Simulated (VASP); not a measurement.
Write the native input for VASP 6.6.1 that does the following.

```
Task                   : single point
Functional             : r2SCAN
Potentials or basis    : VASP PAW PBE potentials, release 64 (Si, Mo_sv)
Cutoff                 : 520 eV
k mesh                 : 12 × 12 × 6
Occupations            : gaussian, width 0.1 eV
Spin                   : no spin polarisation
Dipole correction      : no
Further INCAR settings : ALGO = Normal; EDIFF = 1e-07; NBANDS = 31
```

The system is Si2Mo.

```
CELL_PARAMETERS angstrom
3.20175 0.00000 0.00000
0.00000 3.20175 0.00000
0.00000 0.00000 7.81867
ATOMIC_POSITIONS crystal
Si 0.00000 0.00000 0.33529
Si 0.50000 0.50000 0.16471
Si 0.50000 0.50000 0.83529
Si 0.00000 0.00000 0.66471
Mo 0.00000 0.00000 0.00000
Mo 0.50000 0.50000 0.50000
```

One way to write it, as run:

POSCAR

```
Si2Mo
1.0
    3.2017494418      0.0000000000      0.0000000000
    0.0000000000      3.2017494418      0.0000000000
    0.0000000000      0.0000000000      7.8186678870
Si Mo
4 2
Direct
    0.0000000000      0.0000000000      0.3352877732
    0.5000000000      0.5000000000      0.1647122268
    0.5000000000      0.5000000000      0.8352877732
    0.0000000000      0.0000000000      0.6647122268
    0.0000000000      0.0000000000      0.0000000000
    0.5000000000      0.5000000000      0.5000000000
```

INCAR.step1

```
SYSTEM = Si2Mo
  ALGO = Normal
  EDIFF = 1E-4
  ENCUT = 520
  GGA = PE
  ISMEAR = 0
  LASPH = .True.
  LCHARG = .False.
  LREAL = .False.
  LWAVE = .True.
  NBANDS = 31
  NELM = 60
  PREC = Accurate
  SIGMA = 0.1
```

INCAR.step2

```
SYSTEM = Si2Mo
  ALGO = Normal
  EDIFF = 1E-7
  ENCUT = 520
  ISIF = 2
  ISMEAR = 0
  ISTART = 1
  LASPH = .True.
  LCHARG = .False.
  LMIXTAU = .True.
  LREAL = .False.
  LWAVE = .False.
  METAGGA = R2SCAN
  NBANDS = 31
  NELM = 60
  PREC = Accurate
  SIGMA = 0.1
```

KPOINTS

```
k-points
0
Gamma
  12 12 6
  0 0 0
```

Potentials or basis: VASP PAW PBE potentials, release 64 (Si, Mo_sv).

Command:

```sh
$ cat potpaw_PBE.64/Si/POTCAR potpaw_PBE.64/Mo_sv/POTCAR > POTCAR
$ cp INCAR.step1 INCAR
$ mpirun -np 1 vasp_std > vasp.out
$ cp INCAR.step2 INCAR
$ mpirun -np 1 vasp_std > vasp.out
```

Results of the run:

The pressure is 0.4 GPa. The band gap on the k mesh is zero (bands 22 and 23 overlap by 0.87 eV).

Caveat: the PAW data sets were made with another functional, which shifts forces and pressure a little.

Wall time 14 min on 1 thread of Intel Xeon 8259CL, with other jobs on the host, peak memory 0.35 GiB.
